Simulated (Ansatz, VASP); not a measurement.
**ZnCl4: VASP beside Ansatz**

The input INCAR:

```
ALGO = Normal
EDIFF = 1E-6
ENCUT = 520
GGA = PE
ISIF = 2
ISMEAR = 0
LASPH = T
LCHARG = F
LREAL = F
LWAVE = F
NBANDS = 28
NELM = 100
PREC = Accurate
SIGMA = 0.1
```

Contents of KPOINTS:

```
k-points
0
Gamma
  4 4 4
```

The input POSCAR:

```
ZnCl4
1.0
   -3.4407428600      3.4407428600      3.4407428600
    3.4407428600     -3.4407428600      3.4407428600
    3.4407428600      3.4407428600     -3.4407428600
Zn Cl
1 4
Direct
    0.0000000000      0.0000000000      0.0000000000
    0.3495999900      0.3495999900      0.3495999900
    0.6504000100      0.0000000000      0.0000000000
    0.0000000000      0.0000000000      0.6504000100
    0.0000000000      0.6504000100      0.0000000000
```

Input for Ansatz:

```yaml
crystal:
  lattice:
    - [-3.44074286, 3.44074286, 3.44074286]
    - [3.44074286, -3.44074286, 3.44074286]
    - [3.44074286, 3.44074286, -3.44074286]
  atoms:
    - { symbol: Zn, position: [0.0, 0.0, 0.0] }
    - { symbol: Cl, position: [0.34959999, 0.34959999, 0.34959999] }
    - { symbol: Cl, position: [0.65040001, 0.0, 0.0] }
    - { symbol: Cl, position: [0.0, 0.0, 0.65040001] }
    - { symbol: Cl, position: [0.0, 0.65040001, 0.0] }
basis:
  ecutwfc: 420
kpoints:
  mp_grid: { grid: [4, 4, 4] }
hamiltonian:
  xc: pbe
scf:
  occupations: { method: gaussian, width: 0.1 }
  lower_state_search: "off"
output:
  forces: true
  stress: true
  eigenvalues: true
```

Change from the starting cell: species swapped into the GeF4 type (I-43m, No. 217).

Alike in both runs: task single point; functional PBE; k mesh 4 × 4 × 4; occupations gaussian, width 0.1 eV; no spin polarisation.

|  | VASP | Ansatz |
| --- | --- | --- |
| version | VASP 6.6.1 | Ansatz 0.2.0 |
| potentials or method | VASP PAW PBE potentials, release 64 (Zn, Cl), cutoff 520 eV | scalar-relativistic, plane waves, PAW |
| valence electrons in the cell | 40 | 40 |

|  | VASP | Ansatz | Ansatz less VASP |
| --- | --- | --- | --- |
| gap on the k mesh at the Fermi level (eV) | none | none | - |
| pressure (GPa) | 5.3 | 5.3 | -0.03 |
| rms of the force components (eV/Å) | 1.095 | 1.078 | -0.0172 |

Atom by atom the forces differ by 0.017 eV/Å (rms over components). A gap of «none» marks a metal or a gap that the smearing closes. The functional is the same, so the differences come from potentials, cutoffs and numerics.
